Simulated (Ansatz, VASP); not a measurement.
CaS in VASP and in Ansatz

```
CELL_PARAMETERS angstrom
0.00000 2.84300 2.84300
2.84300 0.00000 2.84300
2.84300 2.84300 0.00000
ATOMIC_POSITIONS crystal
Ca 0.00000 0.00000 0.00000
S 0.50000 0.50000 0.50000
```

Alike in both runs: task electric field gradients; functional PBE; k mesh 7 × 7 × 7; occupations fermi-dirac, width 0.01 eV; no spin polarisation.

|  | VASP | Ansatz |
| --- | --- | --- |
| version | VASP 6.6.1 | Ansatz 0.2.0 |
| potentials or method | VASP PAW PBE potentials, release 64 (Ca_sv, S) | PAW with Ansatz's default frozen-core files, scalar-relativistic |
| plane-wave cutoff (eV) | 400 | 420 |
| valence electrons in the cell | 16 | 16 |

|  | VASP | Ansatz | Ansatz less VASP |
| --- | --- | --- | --- |
| gap on the k mesh at the Fermi level (eV) | 2.41 | 2.42 | +0.006 |
| pressure (GPa) | 1.0 | 0.8 | -0.17 |

The functional is the same, so the differences come from potentials, cutoffs and numerics.
